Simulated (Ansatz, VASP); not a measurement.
## Si: VASP beside Ansatz

Contents of INCAR:

```
PREC = Accurate
ENCUT = 520
EDIFF = 1E-6
ISMEAR = 0
SIGMA = 0.05
LREAL = F
LASPH = T
NELM = 60
ALGO = Normal
ISIF = 2
LWAVE = F
LCHARG = F
GGA = PS
NBANDS = 11
```

File KPOINTS:

```
regular mesh
0
Gamma
  14 14 14
```

File POSCAR:

```
Si
1.0
    0.0000000000      2.6804502073      2.6804502073
    2.6804502073      0.0000000000      2.6804502073
    2.6804502073      2.6804502073      0.0000000000
Si
2
Direct
    0.7500000000      0.7500000000      0.7500000000
    0.5000000000      0.5000000000      0.5000000000
```

Input for Ansatz:

```yaml
crystal:
  lattice:
    - [0.0, 2.6804502073, 2.6804502073]
    - [2.6804502073, 0.0, 2.6804502073]
    - [2.6804502073, 2.6804502073, 0.0]
  atoms:
    - { symbol: Si, position: [0.75, 0.75, 0.75] }
    - { symbol: Si, position: [0.5, 0.5, 0.5] }
basis:
  ecutwfc: 420
  ecutrho_ratio: 4
kpoints:
  mp_grid: { grid: [14, 14, 14] }
hamiltonian:
  xc: pbesol
scf:
  occupations: { method: gaussian, width: 0.05 }
output:
  forces: true
  stress: true
  eigenvalues: true
```

Alike in both runs: task single point; functional PBEsol; k mesh 14 × 14 × 14; occupations gaussian, width 0.05 eV; no spin polarisation.

|  | VASP | Ansatz |
| --- | --- | --- |
| version | VASP 6.6.1 | Ansatz 0.2.0 |
| potentials or method | VASP PAW PBE potentials, release 64 (Si), cutoff 520 eV | scalar-relativistic, plane waves, PAW |
| valence electrons in the cell | 8 | 8 |

```tsv
	VASP	Ansatz	Ansatz less VASP
gap on the k mesh at the Fermi level (eV)	0.38	0.39	+0.006
least direct gap on the mesh (eV)	2.53	2.53	+0.003
pressure (GPa)	4.3	4.1	-0.13
```

VASP's potentials were made for PBE, not for PBEsol. The functional is the same, so the differences come from potentials, cutoffs and numerics.
